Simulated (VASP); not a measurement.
# ZnSe (Pm-3m) in VASP: notebook

The runs below take ZnSe through single point, with PBE, r2SCAN.

Program: VASP 6.6.1. These are calculated values, not measurements. Logs are shortened: lines on timing, memory, paths and dates and some standing lists are left out, and cuts for length are marked.

## (1) The cell of the first run

Symmetry: Pm-3m, No. 221, cubic system. The conventional cell has a = 3.346 Å, b = 3.346 Å, c = 3.346 Å, α = 90.00°, β = 90.00°, γ = 90.00°. Zn (site symmetry m-3m) has 8 Se at 2.90 Å and 6 Zn at 3.35 Å within 3.8 Å. Within 3.8 Å of Se (site symmetry m-3m) lie 8 Zn at 2.90 Å and 6 Se at 3.35 Å.

## (2) Single point, PBE

INCAR

```
PREC     = Accurate       # precision mode
ENCUT    = 520            # plane-wave cutoff, eV
EDIFF    = 1E-6           # SCF threshold, eV
ISMEAR   = -1             # smearing method
SIGMA    = 0.02           # smearing width, eV
LREAL    = False          # projectors in reciprocal space
LASPH    = True           # aspherical terms in the spheres
NELM     = 100            # most SCF steps
ALGO     = Normal         # electronic algorithm
ISIF     = 2              # what is computed and relaxed
LWAVE    = False          # write WAVECAR
LCHARG   = False          # write CHGCAR
GGA      = PE             # functional
NBANDS   = 16             # bands
```

KPOINTS

```
Automatic mesh
0
Gamma
  8 8 8
```

POSCAR

```
ZnSe
1.0
    3.3455020051      0.0000000000      0.0000000000
    0.0000000000      3.3455020051      0.0000000000
    0.0000000000      0.0000000000      3.3455020051
Zn Se
1 1
Direct
    0.0000000000      0.0000000000      0.0000000000
    0.5000000000      0.5000000000      0.5000000000
```

Potentials or basis: VASP PAW PBE potentials, release 64 (Zn, Se).

The run is started by

```console
$ cat potpaw_PBE.64/Zn/POTCAR potpaw_PBE.64/Se/POTCAR > POTCAR
$ mpirun -np 1 vasp_std > vasp.out
```

OUTCAR:

```text
PREC = Accurate
   ENCUT = 520
   EDIFF = 1E-6
   ISMEAR = -1
   LREAL = False
   LASPH = True
   NELM = 100
   ISIF = 2
   GGA = PE

 ion  position               nearest neighbor table
   1  0.000  0.000  0.000-   2 2.90   2 2.90   2 2.90   2 2.90   2 2.90   2 2.90   2 2.90   2 2.90

   2  0.500  0.500  0.500-   1 2.90   1 2.90   1 2.90   1 2.90   1 2.90   1 2.90   1 2.90   1 2.90

  LATTYP: Found a simple cubic cell.
 ALAT       =     3.3455020051

  Lattice vectors:

 A1 = (   3.3455020051,   0.0000000000,   0.0000000000)
 A2 = (   0.0000000000,   3.3455020051,   0.0000000000)
 A3 = (   0.0000000000,   0.0000000000,   3.3455020051)

Analysis of symmetry for initial positions (statically):
=====================================================================
 Subroutine PRICEL returns:
 Original cell was already a primitive cell.

 Routine SETGRP: Setting up the symmetry group for a
 simple cubic supercell.

 Subroutine GETGRP returns: Found 48 space group operations
 (whereof 48 operations were pure point group operations)
 out of a pool of 48 trial point group operations.

The static configuration has the point symmetry O_h .

Analysis of symmetry for dynamics (positions and initial velocities):
=====================================================================
 Subroutine PRICEL returns:
 Original cell was already a primitive cell.

 Routine SETGRP: Setting up the symmetry group for a
 simple cubic supercell.

 Subroutine GETGRP returns: Found 48 space group operations
 (whereof 48 operations were pure point group operations)
 out of a pool of 48 trial point group operations.

The dynamic configuration has the point symmetry O_h .

 Subroutine INISYM returns: Found 48 space group operations
 (whereof 48 operations are pure point group operations),
 and found     1 'primitive' translations

----------------------------------------------------------------------------------------

                                     Primitive cell

  volume of cell :      37.4441

  direct lattice vectors                    reciprocal lattice vectors
     3.345502005  0.000000000  0.000000000     0.298908803  0.000000000  0.000000000
     0.000000000  3.345502005  0.000000000     0.000000000  0.298908803  0.000000000
     0.000000000  0.000000000  3.345502005     0.000000000  0.000000000  0.298908803

  length of vectors
     3.345502005  3.345502005  3.345502005     0.298908803  0.298908803  0.298908803

  position of ions in fractional coordinates (direct lattice)
     0.000000000  0.000000000  0.000000000
     0.500000000  0.500000000  0.500000000

  ion indices of the primitive-cell ions
   primitive index   ion index
                 1           1
                 2           2

----------------------------------------------------------------------------------------

 KPOINTS: Automatic mesh

Automatic generation of k-mesh.
 Grid dimensions read from file:
 generate k-points for:    8    8    8

 Generating k-lattice:

  Cartesian coordinates                     Fractional coordinates (reciprocal lattice)
     0.037363600  0.000000000  0.000000000     0.125000000  0.000000000  0.000000000
     0.000000000  0.037363600  0.000000000     0.000000000  0.125000000  0.000000000
     0.000000000  0.000000000  0.037363600     0.000000000  0.000000000  0.125000000

  Length of vectors
     0.037363600  0.037363600  0.037363600

  Shift w.r.t. Gamma in fractional coordinates (k-lattice)
     0.000000000  0.000000000  0.000000000

 Subroutine IBZKPT returns following result:
 ===========================================

 Found     35 irreducible k-points:

 Following reciprocal coordinates:
            Coordinates               Weight
  0.000000  0.000000  0.000000      1.000000
  0.125000  0.000000  0.000000      6.000000
  0.250000  0.000000  0.000000      6.000000
  0.375000  0.000000  0.000000      6.000000
  0.500000  0.000000  0.000000      3.000000
  0.125000  0.125000  0.000000     12.000000
[... 16 lines left out ...]
  0.375000  0.375000  0.125000     24.000000
  0.500000  0.375000  0.125000     24.000000
 [... further k-points ...]
   k-points           NKPTS =     35   k-points in BZ     NKDIM =     35   number of bands    NBANDS=     16
   number of dos      NEDOS =    301   number of ions     NIONS =      2
   total plane-waves  NPLWV =  21952
   dimension x,y,z NGX =    28 NGY =   28 NGZ =   28
   dimension x,y,z NGXF=    56 NGYF=   56 NGZF=   56
   ions per type =               1   1
   NGX,Y,Z   is equivalent  to a cutoff of  13.91, 13.91, 13.91 a.u.
   NGXF,Y,Z  is equivalent  to a cutoff of  27.83, 27.83, 27.83 a.u.
 SYSTEM =  unknown system
   PREC   = accura    normal or accurate (medium, high low for compatibility)
   ISTART =      0    job   : 0-new  1-cont  2-samecut
   ICHARG =      2    charge: 1-file 2-atom 10-const
   ISPIN  =      1    spin polarized calculation?
   LNONCOLLINEAR =      F non collinear calculations
   LSORBIT =      F    spin-orbit coupling
   LASPH  =      T    aspherical Exc in radial PAW
   ENCUT  =  520.0 eV  38.22 Ry    6.18 a.u.   6.22  6.22  6.22*2*pi/ulx,y,z
   NELM   =    100;   NELMIN=  2; NELMDL= -5     # of ELM steps
   EDIFF  = 0.1E-05   stopping-criterion for ELM
   LREAL  =      F    real-space projection
   EDIFFG = 0.1E-04   stopping-criterion for IOM
   NSW    =      0    number of steps for IOM
   IBRION =     -1    ionic relax: 0-MD 1-quasi-New 2-CG
   NFREE  =      0    steps in history (QN), initial steepest desc. (CG)
   ISIF   =      2    stress and relaxation
   ISYM   =      2    0-nonsym 1-usesym 2-fastsym
   POTIM  = 0.5000    time-step for ionic-motion
   TEBEG  =    0.0;   TEEND  =   0.0 temperature during run
   PSTRESS=    0.0 pullay stress
   NELECT =      18.0000    total number of electrons
   NUPDOWN=      -1.0000    fix difference up-down
   EMIN   =  10.00;   EMAX   =-10.00  energy-range for DOS
   EFERMI =   0.00;   METHOD = LEGACY
   ISMEAR =    -1;   SIGMA  =   0.02  broadening in eV -4-tet -1-fermi 0-gaus
   EFERMI_NEDOS =   21; number of points for ismear=-14 and -15
   IALGO  =     38    algorithm
   IMIX   =      4    mixing-type and parameters
     AMIX     =   0.40;   BMIX     =  1.00
     AMIX_MAG =   1.60;   BMIX_MAG =  1.00
  volume/ion in A,a.u.               =      18.72       126.34
  Fermi-wavevector in a.u.,A,eV,Ry     =   1.282442  2.423464 22.376921  1.644657
  Thomas-Fermi vector in A             =   2.414753
   LORBIT       =      0    0 simple, 1 ext, 2 COOP (PROOUT), +10 PAW based schemes
   GGA     = PE    functional components
   LHFCALC =     F    Hartree Fock is set to
   AEXX    =    0.0000 exact exchange contribution
   IVDW    =     0    specifies the selected vdW correction
   LEPSILON=     F    determine dielectric tensor
   LRPA    =     F    only Hartree local field effects (RPA)
 non-spin polarized calculation
  energy-cutoff  :      520.00
  volume of cell :       37.44
 maximum number of plane-waves:      1024
 NGX is ok and might be reduce to    28
   NGX = 13   NGY = 13   NGZ = 13

 number of electron      17.9999988 magnetization

 Free energy of the ion-electron system (eV)
  ---------------------------------------------------
  ext. energy  EPLUGINS =         0.00000000
  ---------------------------------------------------
  free energy    TOTEN  =        -4.36659576 eV

  energy without entropy =       -4.36547751  energy(sigma->0) =       -4.36603664

 E-fermi :   3.8584     XC(G=0): -10.7148

 val. band max:        3.8490757245   @ k =   0.5000   0.5000   0.1250
 cond. band min:       3.8910068351   @ k =   0.3750   0.0000   0.0000
 fundamental gap:      0.0419311106
 Fermi energy:         3.8583821890

 k-point     1 :       0.0000    0.0000    0.0000
  band No.  band energies     occupation
      1     -10.5805      2.00000
      2      -3.1349      2.00000
      3      -3.1349      2.00000
      4      -2.8481      2.00000
      5      -2.8481      2.00000
      6      -2.8481      2.00000
[... 8 lines left out ...]
     15      14.9787      0.00000
     16      19.3830      0.00000

 k-point     2 :       0.1250    0.0000    0.0000
  band No.  band energies     occupation
      1     -10.4443      2.00000
      2      -3.1284      2.00000
      3      -3.1228      2.00000
      4      -2.8752      2.00000
      5      -2.8752      2.00000
      6      -2.8463      2.00000
[... 8 lines left out ...]
     15      14.2626      0.00000
     16      19.4753      0.00000

 k-point     3 :       0.2500    0.0000    0.0000
  band No.  band energies     occupation
      1     -10.0740      2.00000
      2      -3.1505      2.00000
      3      -3.1126      2.00000
      4      -2.9379      2.00000
      5      -2.9379      2.00000
      6      -2.8418      2.00000
[... 8 lines left out ...]
     15      14.7791      0.00000
     16      17.1821      0.00000

 k-point     4 :       0.3750    0.0000    0.0000
  band No.  band energies     occupation
      1      -9.6174      2.00000
      2      -3.4642      2.00000
      3      -3.0968      2.00000
      4      -2.9972      2.00000
      5      -2.9972      2.00000
      6      -2.8374      2.00000
[... 8 lines left out ...]
     15      15.3270      0.00000
     16      18.0565      0.00000
[... 324 lines left out ...]
 k-point    22 :       0.5000    0.2500    0.1250
  band No.  band energies     occupation
      1      -8.9068      2.00000
      2      -3.2245      2.00000
      3      -3.0939      2.00000
      4      -2.9884      2.00000
      5      -2.8861      2.00000
      6      -2.8685      2.00000
[... 8 lines left out ...]
     15      15.9210      0.00000
     16      16.9525      0.00000

 k-point    23 :       0.3750    0.3750    0.1250
  band No.  band energies     occupation
      1      -8.7545      2.00000
      2      -3.1364      2.00000
      3      -3.0231      2.00000
      4      -2.9909      2.00000
      5      -2.8396      2.00000
      6      -2.8240      2.00000
[... 8 lines left out ...]
     15      16.8405      0.00000
     16      16.8928      0.00000

 k-point    24 :       0.5000    0.3750    0.1250
  band No.  band energies     occupation
      1      -8.5925      2.00000
      2      -3.0756      2.00000
      3      -3.0720      2.00000
      4      -2.9825      2.00000
      5      -2.8132      2.00000
      6      -2.7919      2.00000
[... 8 lines left out ...]
     15      16.5705      0.00000
     16      16.9786      0.00000

 [... further k-points ...]

------------------------ aborting loop because EDIFF is reached ----------------------------------------

  FORCE on cell =-STRESS in cart. coord.  units (eV):
  Direction    XX          YY          ZZ          XY          YZ          ZX
  --------------------------------------------------------------------------------------
  -------------------------------------------------------------------------------------
  Total        0.0239340      0.0239340      0.0239340     -0.0000000      0.0000000      0.0000000
  in kB        1.0240974      1.0240974      1.0240974     -0.0000000      0.0000000      0.0000000
  external PRESSURE =       1.0240974 kB  Pullay stress =       0.0000000 kB

 VOLUME and BASIS-vectors are now :
 -----------------------------------------------------------------------------
  energy-cutoff  :      520.00
  volume of cell :       37.44
      direct lattice vectors                 reciprocal lattice vectors
     3.345502005  0.000000000  0.000000000     0.298908803  0.000000000  0.000000000
     0.000000000  3.345502005  0.000000000     0.000000000  0.298908803  0.000000000
     0.000000000  0.000000000  3.345502005     0.000000000  0.000000000  0.298908803

 POSITION                                       TOTAL-FORCE (eV/Angst)
 -----------------------------------------------------------------------------------
      0.00000      0.00000      0.00000         0.000000      0.000000      0.000000
      1.67275      1.67275      1.67275         0.000000      0.000000      0.000000
 -----------------------------------------------------------------------------------
    total drift:                                0.000000      0.000000     -0.000000

  FREE ENERGIE OF THE ION-ELECTRON SYSTEM (eV)
  ---------------------------------------------------
  free  energy   TOTEN  =        -4.3665957608 eV

  energy  without entropy=       -4.3654775103  energy(sigma->0) =       -4.36603664
```

Wall time 8.7 s (1 thread of AMD EPYC 9R45 (Zen 5), shared host); peak memory 0.13 GiB.

Results:

| Property | Result |
| --- | --- |
| Free energy | -4.3666 eV |
| Pressure | 0.1 GPa |
| Band gap on the k mesh | zero (band 9 reaches 4.35 eV, above the bottom of band 10 at 2.58 eV) |

## (3) Single point, PBE

This run uses another cell than the first one, of 18.38 Å³/atom, 0.982 times its volume.

INCAR

```
SYSTEM = ZnSe
PREC = Accurate
ENCUT = 520
EDIFF = 1E-6
ISMEAR = -1
SIGMA = 0.02
LREAL = .FALSE.
LASPH = .TRUE.
NELM = 60
ALGO = Normal
ISIF = 2
LWAVE = .FALSE.
LCHARG = .FALSE.
GGA = PE
NBANDS = 16
```

KPOINTS

```
regular mesh
0
G
  8 8 8
  0 0 0
```

POSCAR

```
ZnSe
1.0
    3.3251532678      0.0000000000      0.0000000000
    0.0000000000      3.3251532678      0.0000000000
    0.0000000000      0.0000000000      3.3251532678
Zn Se
1 1
Direct
    0.0000000000      0.0000000000      0.0000000000
    0.5000000000      0.5000000000      0.5000000000
```

Potentials or basis: VASP PAW PBE potentials, release 64 (Zn, Se).

The run is started by

```console
$ cat potpaw_PBE.64/Zn/POTCAR potpaw_PBE.64/Se/POTCAR > POTCAR
$ mpirun -np 1 vasp_std > vasp.out
```

It took 9 s on 1 thread of AMD EPYC 9R45 (Zen 5), shared host; peak memory 0.13 GiB.

Results (log left out):

* Free energy: -4.3633 eV
* Pressure: 1.4 GPa
* Band gap on the k mesh: zero (band 9 reaches 4.55 eV, above the bottom of band 10 at 2.72 eV)

Levels at points of the mesh, in eV from the Fermi level:
| k point | band 6 | band 7 | band 8 | band 9 | band 10 | band 11 | band 12 | band 13 |
| --- | --- | --- | --- | --- | --- | --- | --- | --- |
| (0.00, 0.00, 0.00) | -6.75 | -1.15 | -1.14 | -1.14 | -1.14 | 5.85 | 5.85 | 11.27 |
| (0.50, 0.00, 0.00) | -6.73 | -6.21 | 0.30 | 0.30 | 3.31 | 4.38 | 6.66 | 6.66 |
| (0.50, 0.50, 0.00) | -6.61 | -5.14 | -5.14 | -2.07 | 0.73 | 7.96 | 7.96 | 8.77 |
| (0.50, 0.50, 0.50) | -6.63 | -2.67 | -2.67 | -2.67 | 1.09 | 1.09 | 1.09 | 1.21 |

## (4) Single point, r2SCAN

This run uses another cell than the first one, of 18.38 Å³/atom, 0.982 times its volume.

POSCAR is that of step 3.

INCAR.step1

```
SYSTEM = ZnSe
ALGO = Normal ; EDIFF = 1E-4
ENCUT = 520 ; GGA = PE
ISMEAR = -1 ; LASPH = .TRUE.
LCHARG = .FALSE. ; LREAL = .FALSE.
LWAVE = .TRUE. ; NBANDS = 16
NELM = 100 ; PREC = Accurate
SIGMA = 0.02
```

INCAR.step2

```
SYSTEM = ZnSe
ALGO = Normal ; EDIFF = 1E-6
ENCUT = 520 ; ISIF = 2
ISMEAR = -1 ; ISTART = 1
LASPH = .TRUE. ; LCHARG = .TRUE.
LELF = .TRUE. ; LMIXTAU = .TRUE.
LREAL = .FALSE. ; LVHAR = .TRUE.
LWAVE = .FALSE. ; METAGGA = R2SCAN
NBANDS = 16 ; NELM = 100
PREC = Accurate ; SIGMA = 0.02
```

KPOINTS

```
k-points
0
G
  8 8 8
  0 0 0
```

The run is started by

```console
$ cat potpaw_PBE.64/Zn/POTCAR potpaw_PBE.64/Se/POTCAR > POTCAR
$ cp INCAR.step1 INCAR
$ mpirun -np 1 vasp_std > vasp.out
$ cp INCAR.step2 INCAR
$ mpirun -np 1 vasp_std > vasp.out
```

Wall time 51 s (1 thread of AMD EPYC 9R45 (Zen 5), shared host); peak memory 0.14 GiB.

Results (log left out):

* Free energy: -22.9338 eV
* Pressure: 0.2 GPa
* Band gap on the k mesh: zero (band 9 reaches 4.37 eV, above the bottom of band 10 at 2.78 eV)

Levels at points of the mesh, in eV from the Fermi level:
```tsv
k point	band 7	band 8	band 9	band 10	band 11	band 12
(0.00, 0.00, 0.00)	-1.27	-1.27	-1.27	-0.75	6.30	6.30
(0.50, 0.00, 0.00)	-6.58	0.22	0.22	3.86	4.78	7.01
(0.50, 0.50, 0.00)	-5.34	-5.34	-1.94	0.68	8.58	8.58
(0.50, 0.50, 0.50)	-2.87	-2.87	-2.87	1.34	1.34	1.34
```

Caveat: the PAW data sets were made with another functional, which shifts forces and pressure a little.

## (5) Summary

| level | cell | gap on the mesh (eV) | pressure (GPa) |
| --- | --- | --- | --- |
| PBE | a = 3.346 Å, 2 atoms | none | 0.1 |
| PBE | a = 3.325 Å, 2 atoms | none | 1.4 |
| r2SCAN | a = 3.325 Å, 2 atoms | none | 0.2 |

Alike in all rows: task single point; potentials or basis VASP PAW PBE potentials, release 64 (Zn, Se); no spin polarisation; k mesh 8 × 8 × 8; cutoff (eV) 520; smearing fermi-dirac 0.02 eV.

Caveats: the PAW data sets were made with another functional, which shifts forces and pressure a little (some runs).

Absolute energies hang on the potentials; compare differences alone.
